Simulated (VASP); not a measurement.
# BN (Pm) in VASP: a series of runs

Runs on BN. Level: PBE+D3(BJ). Tasks: single point.

Everything below comes from runs of VASP 6.6.1. Logs are shortened: lines on timing, memory, paths and dates and some standing lists are left out, and cuts for length are marked.

### Step 1. The cell of the first run

It takes space group Pm (No. 6, monoclinic). Conventional cell: a = 2.506 Å, b = 6.592 Å, c = 2.506 Å, α = 90.00°, β = 120.00°, γ = 90.00°. Within 1.8 Å of B (site symmetry m) lie 3 N at 1.33 to 1.51 Å. Within 1.9 Å of B (site symmetry m) lie 3 N at 1.41 to 1.47 Å. N (site symmetry m) has 3 B at 1.41 to 1.47 Å within 1.9 Å. Within 1.8 Å of N (site symmetry m) lie 3 B at 1.33 to 1.51 Å.

### Step 2. Single point, PBE+D3(BJ) (atoms displaced along a vibrational mode)

INCAR

```
SYSTEM = BN
PREC = Accurate ; ENCUT = 520
EDIFF = 1E-6 ; ISMEAR = 1
SIGMA = 0.05 ; LREAL = .FALSE.
LASPH = .TRUE. ; NELM = 80
ALGO = Normal ; ISIF = 2
LWAVE = .FALSE. ; LCHARG = .FALSE.
GGA = PE ; IVDW = 12
NBANDS = 16
```

KPOINTS

```
regular mesh
0
G
  12 12 4
  0 0 0
```

POSCAR

```
BN
1.0
    2.5061127838      0.0000000000      0.0000000000
   -1.2530563919      2.1703573356      0.0000000000
    0.0000000000      0.0000000000      6.5923998870
B N
2 2
Direct
   -0.0723829998     -0.0294882317      0.5000000000
    0.3858684321      0.6562592202      0.0000000000
    0.0614762839      0.0080314294      0.0000000000
    0.6205081388      0.3560916720      0.5000000000
```

Potentials or basis: VASP PAW PBE potentials, release 64 (B, N).

On the command line:

```bash
$ cat potpaw_PBE.64/B/POTCAR potpaw_PBE.64/N/POTCAR > POTCAR
$ mpirun -np 1 vasp_std > vasp.out
```

OUTCAR:

```text
SYSTEM = BN
   PREC = Accurate
   ENCUT = 520
   EDIFF = 1E-6
   ISMEAR = 1
   LREAL = .FALSE.
   LASPH = .TRUE.
   NELM = 80
   ISIF = 2
   GGA = PE
   IVDW = 12
 IVDW          = 12

 ion  position               nearest neighbor table
   1  0.928  0.971  0.500-   4 1.33   4 1.51   4 1.51
   2  0.386  0.656  0.000-   3 1.41   3 1.47   3 1.47
   3  0.061  0.008  0.000-   2 1.41   2 1.47   2 1.47
   4  0.621  0.356  0.500-   1 1.33   1 1.51   1 1.51

  LATTYP: Found a hexagonal cell.
 ALAT       =     2.5061127838
 C/A-ratio  =     2.6305280152

  Lattice vectors:

 A1 = (   2.5061127838,   0.0000000000,   0.0000000000)
 A2 = (  -1.2530563919,   2.1703573356,   0.0000000000)
 A3 = (   0.0000000000,   0.0000000000,   6.5923998870)

Analysis of symmetry for initial positions (statically):
=====================================================================
 Subroutine PRICEL returns:
 Original cell was already a primitive cell.

 Routine SETGRP: Setting up the symmetry group for a
 hexagonal supercell.

 Subroutine GETGRP returns: Found  2 space group operations
 (whereof  2 operations were pure point group operations)
 out of a pool of 24 trial point group operations.

The static configuration has the point symmetry C_1h.

Analysis of symmetry for dynamics (positions and initial velocities):
=====================================================================
 Subroutine PRICEL returns:
 Original cell was already a primitive cell.

 Routine SETGRP: Setting up the symmetry group for a
 hexagonal supercell.

 Subroutine GETGRP returns: Found  2 space group operations
 (whereof  2 operations were pure point group operations)
 out of a pool of 24 trial point group operations.

The dynamic configuration has the point symmetry C_1h.

 Subroutine INISYM returns: Found  2 space group operations
 (whereof  2 operations are pure point group operations),
 and found     1 'primitive' translations

----------------------------------------------------------------------------------------

                                     Primitive cell

  volume of cell :      35.8571

  direct lattice vectors                    reciprocal lattice vectors
     2.506112784  0.000000000  0.000000000     0.399024340  0.230376810  0.000000000
    -1.253056392  2.170357336  0.000000000     0.000000000  0.460753620  0.000000000
     0.000000000  0.000000000  6.592399887     0.000000000  0.000000000  0.151689827

  length of vectors
     2.506112784  2.506112784  6.592399887     0.460753620  0.460753620  0.151689827

  position of ions in fractional coordinates (direct lattice)
     0.927617000  0.970511768  0.500000000
     0.385868432  0.656259220  0.000000000
     0.061476284  0.008031429  0.000000000
     0.620508139  0.356091672  0.500000000

  ion indices of the primitive-cell ions
   primitive index   ion index
                 1           1
                 2           2
                 3           3
                 4           4

----------------------------------------------------------------------------------------

 KPOINTS: regular mesh

Automatic generation of k-mesh.
 Grid dimensions read from file:
 generate k-points for:   12   12    4

 Generating k-lattice:

  Cartesian coordinates                     Fractional coordinates (reciprocal lattice)
     0.033252028  0.019198068  0.000000000     0.083333333  0.000000000  0.000000000
     0.000000000  0.038396135  0.000000000     0.000000000  0.083333333  0.000000000
     0.000000000  0.000000000  0.037922457     0.000000000  0.000000000  0.250000000

  Length of vectors
     0.038396135  0.038396135  0.037922457

  Shift w.r.t. Gamma in fractional coordinates (k-lattice)
     0.000000000  0.000000000  0.000000000

 Subroutine IBZKPT returns following result:
 ===========================================

 Found    222 irreducible k-points:

 Following reciprocal coordinates:
            Coordinates               Weight
  0.000000  0.000000  0.000000      1.000000
  0.083333 -0.000000  0.000000      2.000000
  0.000000  0.083333  0.000000      2.000000
 -0.083333  0.083333  0.000000      2.000000
  0.166667 -0.000000  0.000000      2.000000
  0.000000  0.166667  0.000000      2.000000
[... 16 lines left out ...]
  0.166667  0.083333  0.000000      2.000000
 -0.083333  0.250000  0.000000      2.000000
 [... further k-points ...]
   k-points           NKPTS =    222   k-points in BZ     NKDIM =    222   number of bands    NBANDS=     16
   number of dos      NEDOS =    301   number of ions     NIONS =      4
   total plane-waves  NPLWV =  20000
   dimension x,y,z NGX =    20 NGY =   20 NGZ =   50
   dimension x,y,z NGXF=    40 NGYF=   40 NGZF=  100
   ions per type =               2   2
   NGX,Y,Z   is equivalent  to a cutoff of  13.27, 13.27, 12.61 a.u.
   NGXF,Y,Z  is equivalent  to a cutoff of  26.53, 26.53, 25.22 a.u.
 SYSTEM =  BN
   PREC   = accura    normal or accurate (medium, high low for compatibility)
   ISTART =      0    job   : 0-new  1-cont  2-samecut
   ICHARG =      2    charge: 1-file 2-atom 10-const
   ISPIN  =      1    spin polarized calculation?
   LNONCOLLINEAR =      F non collinear calculations
   LSORBIT =      F    spin-orbit coupling
   LASPH  =      T    aspherical Exc in radial PAW
   ENCUT  =  520.0 eV  38.22 Ry    6.18 a.u.   4.66  4.66 12.26*2*pi/ulx,y,z
   NELM   =     80;   NELMIN=  2; NELMDL= -5     # of ELM steps
   EDIFF  = 0.1E-05   stopping-criterion for ELM
   LREAL  =      F    real-space projection
   EDIFFG = 0.1E-04   stopping-criterion for IOM
   NSW    =      0    number of steps for IOM
   IBRION =     -1    ionic relax: 0-MD 1-quasi-New 2-CG
   NFREE  =      0    steps in history (QN), initial steepest desc. (CG)
   ISIF   =      2    stress and relaxation
   ISYM   =      2    0-nonsym 1-usesym 2-fastsym
   POTIM  = 0.5000    time-step for ionic-motion
   TEBEG  =    0.0;   TEEND  =   0.0 temperature during run
   PSTRESS=    0.0 pullay stress
   NELECT =      16.0000    total number of electrons
   NUPDOWN=      -1.0000    fix difference up-down
   EMIN   =  10.00;   EMAX   =-10.00  energy-range for DOS
   EFERMI =   0.00;   METHOD = LEGACY
   ISMEAR =     1;   SIGMA  =   0.05  broadening in eV -4-tet -1-fermi 0-gaus
   EFERMI_NEDOS =   21; number of points for ismear=-14 and -15
   IALGO  =     38    algorithm
   IMIX   =      4    mixing-type and parameters
     AMIX     =   0.40;   BMIX     =  1.00
     AMIX_MAG =   1.60;   BMIX_MAG =  1.00
  volume/ion in A,a.u.               =       8.96        60.49
  Fermi-wavevector in a.u.,A,eV,Ry     =   1.250997  2.364042 21.293038  1.564994
  Thomas-Fermi vector in A             =   2.384965
   LORBIT       =      0    0 simple, 1 ext, 2 COOP (PROOUT), +10 PAW based schemes
   GGA     = PE    functional components
   LHFCALC =     F    Hartree Fock is set to
   AEXX    =    0.0000 exact exchange contribution
   IVDW    =    12    specifies the selected vdW correction
   LEPSILON=     F    determine dielectric tensor
   LRPA    =     F    only Hartree local field effects (RPA)
 non-spin polarized calculation
 Methfessel and Paxton  Order N= 1 SIGMA  =   0.05
  energy-cutoff  :      520.00
  volume of cell :       35.86
 maximum number of plane-waves:       985
   NGX =  9   NGY =  9   NGZ = 25

 number of electron      15.9999997 magnetization

 Free energy of the ion-electron system (eV)
  ---------------------------------------------------
  ext. energy  EPLUGINS =         0.00000000
  ---------------------------------------------------
  free energy    TOTEN  =       -34.81537781 eV

  energy without entropy =      -34.81547324  energy(sigma->0) =      -34.81540962

 E-fermi :   2.3720     XC(G=0): -10.1161

 val. band max:        2.3434204571   @ k =  -0.2500  -0.4167   0.0000
 cond. band min:       6.2870778579   @ k =   0.0000   0.5000   0.2500
 fundamental gap:      3.9436574008
 Fermi energy:         2.3720305431

 k-point     1 :       0.0000    0.0000    0.0000
  band No.  band energies     occupation
      1     -15.4934      2.00000
      2     -15.1716      2.00000
      3      -3.9294      2.00000
      4      -1.7511      2.00000
      5      -0.2002      2.00000
      6       0.4844      2.00000
[... 8 lines left out ...]
     15      15.5001      0.00000
     16      15.8585      0.00000

 k-point     2 :       0.0833   -0.0000    0.0000
  band No.  band energies     occupation
      1     -15.3570      2.00000
      2     -15.0396      2.00000
      3      -3.7441      2.00000
      4      -1.5888      2.00000
      5      -0.4898      2.00000
      6       0.1426      2.00000
[... 8 lines left out ...]
     15      15.0631      0.00000
     16      16.2966      0.00000

 k-point     3 :       0.0000    0.0833    0.0000
  band No.  band energies     occupation
      1     -15.3608      2.00000
      2     -15.0450      2.00000
      3      -3.7394      2.00000
      4      -1.5808      2.00000
      5      -0.6369      2.00000
      6      -0.0273      2.00000
[... 8 lines left out ...]
     15      14.9573      0.00000
     16      15.9831      0.00000

 k-point     4 :      -0.0833    0.0833    0.0000
  band No.  band energies     occupation
      1     -15.3570      2.00000
      2     -15.0395      2.00000
      3      -3.7445      2.00000
      4      -1.5880      2.00000
      5      -0.4909      2.00000
      6       0.1474      2.00000
[... 8 lines left out ...]
     15      15.0847      0.00000
     16      16.2902      0.00000

 k-point     5 :       0.1667   -0.0000    0.0000
  band No.  band energies     occupation
      1     -14.9549      2.00000
      2     -14.6516      2.00000
      3      -3.1952      2.00000
      4      -1.3440      2.00000
      5      -1.1140      2.00000
      6      -1.0087      2.00000
[... 8 lines left out ...]
     15      16.4911      0.00000
     16      17.5710      0.00000

 k-point     6 :       0.0000    0.1667    0.0000
  band No.  band energies     occupation
      1     -14.9708      2.00000
      2     -14.6735      2.00000
      3      -3.1749      2.00000
      4      -1.7862      2.00000
      5      -1.3389      2.00000
      6      -1.0792      2.00000
[... 8 lines left out ...]
     15      15.5385      0.00000
     16      16.7680      0.00000
[... 267 lines left out ...]
 k-point    21 :      -0.0833    0.1667    0.0000
  band No.  band energies     occupation
      1     -15.0954      2.00000
      2     -14.7900      2.00000
      3      -3.3682      2.00000
      4      -1.2847      2.00000
      5      -1.2519      2.00000
      6      -0.7937      2.00000
[... 8 lines left out ...]
     15      15.2744      0.00000
     16      16.7680      0.00000

 k-point    22 :      -0.1667    0.0833    0.0000
  band No.  band energies     occupation
      1     -15.0841      2.00000
      2     -14.7741      2.00000
      3      -3.3825      2.00000
      4      -1.2760      2.00000
      5      -0.9345      2.00000
      6      -0.3944      2.00000
[... 8 lines left out ...]
     15      16.3194      0.00000
     16      17.7558      0.00000

 k-point    23 :       0.1667    0.0833    0.0000
  band No.  band energies     occupation
      1     -14.5760      2.00000
      2     -14.2923      2.00000
      3      -2.6415      2.00000
      4      -2.3090      2.00000
      5      -2.0834      2.00000
      6      -0.6353      2.00000
[... 8 lines left out ...]
     15      16.7686      0.00000
     16      17.9310      0.00000

 k-point    24 :      -0.0833    0.2500    0.0000
  band No.  band energies     occupation
      1     -14.5889      2.00000
      2     -14.3086      2.00000
      3      -2.6271      2.00000
      4      -2.5930      2.00000
      5      -2.2524      2.00000
      6      -0.6009      2.00000
[... 8 lines left out ...]
     15      16.1173      0.00000
     16      17.7238      0.00000

 [... further k-points ...]

------------------------ aborting loop because EDIFF is reached ----------------------------------------

 Edisp (eV)   -0.56891

 E8    (eV) :    -0.1668

  FORCE on cell =-STRESS in cart. coord.  units (eV):
  Direction    XX          YY          ZZ          XY          YZ          ZX
  --------------------------------------------------------------------------------------
  -------------------------------------------------------------------------------------
  Total      -1.21931     3.35292    -0.00105     0.05152     0.00000     0.00000
  in kB     -54.48132   149.81606    -0.04686     2.30197     0.00000     0.00000
  external pressure =       31.76 kB  Pullay stress =        0.00 kB

 VOLUME and BASIS-vectors are now :
 -----------------------------------------------------------------------------
  energy-cutoff  :      520.00
  volume of cell :       35.86
      direct lattice vectors                 reciprocal lattice vectors
     2.506112784  0.000000000  0.000000000     0.399024340  0.230376810  0.000000000
    -1.253056392  2.170357336  0.000000000     0.000000000  0.460753620  0.000000000
     0.000000000  0.000000000  6.592399887     0.000000000  0.000000000  0.151689827

 POSITION                                       TOTAL-FORCE (eV/Angst)
 -----------------------------------------------------------------------------------
      1.10861      2.10636      3.29620         0.016411      5.563423      0.000000
      0.14470      1.42432      0.00000        -0.013375      1.747591      0.000000
      0.14400      0.01743      0.00000        -0.008851     -1.755050      0.000000
      1.10886      0.77285      3.29620         0.005815     -5.555964      0.000000
 -----------------------------------------------------------------------------------
    total drift:                                0.000018     -0.000215     -0.000000

  FREE ENERGIE OF THE ION-ELECTRON SYSTEM (eV)
  ---------------------------------------------------
  free  energy   TOTEN  =       -35.3842837962 eV

  energy  without entropy=      -35.3843792190  energy(sigma->0) =      -35.38431560
```

It took 64 s on 1 thread of Intel Xeon 6975P-C (Granite Rapids), shared host; peak memory 0.24 GiB.

Results:

- Free energy: -35.3843 eV
- Pressure: 3.2 GPa
- Largest force: 5.563 eV/Å
- Band gap on the k mesh: 3.94 eV (least direct gap 4.39 eV)
- Dispersion energy per atom: -0.142 eV

Forces in eV/Å, atoms in the order of the input:
```
B    0.016  5.563  0.000
B   -0.013  1.748  0.000
N   -0.009 -1.755  0.000
N    0.006 -5.556  0.000
```

Caveat: the cell differs from its parent crystal (atoms displaced along a vibrational mode); the cell stands under pressure; forces of over 1 eV/Å act on the atoms, so gaps and moduli don't describe the material at rest. A k mesh can miss the band edges.

### Step 3. Single point, PBE+D3(BJ) (atoms displaced along a vibrational mode)

INCAR

```
ALGO = Normal
EDIFF = 1E-7
ENCUT = 520
GGA = PE
ISIF = 2
ISMEAR = 1
IVDW = 12
LASPH = True
LCHARG = False
LREAL = False
LWAVE = False
NBANDS = 16
NELM = 100
PREC = Accurate
SIGMA = 0.05
```

KPOINTS

```
k-points
0
Gamma
  12 12 4
```

POSCAR

```
BN
1.0
    2.5061127838      0.0000000000      0.0000000000
   -1.2530563919      2.1703573356      0.0000000000
    0.0000000000      0.0000000000      6.5923998870
B N
2 2
Direct
   -0.0674759737     -0.0196741796      0.5000000000
    0.3876002963      0.6597229485      0.0000000000
    0.0601398039      0.0053584693      0.0000000000
    0.6167210090      0.3485174124      0.5000000000
```

Potentials or basis: VASP PAW PBE potentials, release 64 (B, N).

On the command line:

```bash
$ cat potpaw_PBE.64/B/POTCAR potpaw_PBE.64/N/POTCAR > POTCAR
$ mpirun -np 1 vasp_std > vasp.out
```

Wall time 55 s (1 thread of Intel Xeon 6975P-C (Granite Rapids), shared host); peak memory 0.24 GiB.

The run converged. Its results:

```yaml
Free_energy: -35.5733 eV
Pressure: 1.4 GPa
Largest_force: 3.487 eV/Å
Band_gap_on_the_k_mesh: 4.06 eV (least direct gap 4.34 eV)
Dispersion_energy_per_atom: -0.142 eV
```

Forces on the atoms (eV/Å):
```
B    0.016  3.487  0.000
B   -0.013  1.143  0.000
N   -0.011 -1.152  0.000
N    0.008 -3.478  0.000
```

Stress tensor (GPa, compression positive):
```
-4.24  0.24  0.00
 0.24  8.46  0.00
 0.00  0.00  0.02
```

Levels at points of the mesh, in eV from the valence-band top:
| k point | band 4 | band 5 | band 6 | band 7 | band 8 | band 9 | band 10 | band 11 | band 12 | band 13 |
| --- | --- | --- | --- | --- | --- | --- | --- | --- | --- | --- |
| (0.00, 0.00, 0.00) | -4.11 | -2.18 | -1.73 | -1.12 | -0.47 | 5.22 | 10.27 | 10.44 | 11.07 | 11.82 |
| (0.50, 0.00, 0.00) | -8.80 | -4.32 | -4.26 | -1.26 | -1.04 | 4.88 | 5.39 | 9.36 | 9.64 | 13.06 |
| (0.00, 0.50, 0.00) | -8.94 | -4.06 | -3.70 | -1.17 | -0.56 | 4.06 | 5.09 | 9.63 | 9.84 | 12.67 |
| (0.50, 0.50, 0.00) | -8.74 | -4.32 | -4.26 | -1.60 | -0.58 | 4.13 | 6.09 | 9.38 | 9.64 | 12.65 |
| (0.00, 0.00, 0.50) | -5.29 | -2.18 | -1.73 | -1.12 | -0.47 | 7.59 | 7.62 | 10.44 | 11.07 | 11.89 |
| (0.50, 0.00, 0.50) | -8.81 | -4.29 | -4.29 | -1.09 | -1.06 | 4.69 | 4.98 | 9.70 | 9.72 | 13.61 |
| (0.00, 0.50, 0.50) | -9.01 | -4.06 | -3.70 | -0.92 | -0.67 | 4.16 | 4.42 | 9.85 | 10.01 | 13.58 |
| (0.50, 0.50, 0.50) | -8.81 | -4.29 | -4.29 | -1.09 | -1.08 | 4.74 | 4.98 | 9.62 | 9.78 | 13.63 |

Caveat: the cell differs from its parent crystal (atoms displaced along a vibrational mode); forces of over 1 eV/Å act on the atoms, so gaps and moduli don't describe the material at rest. A k mesh can miss the band edges.
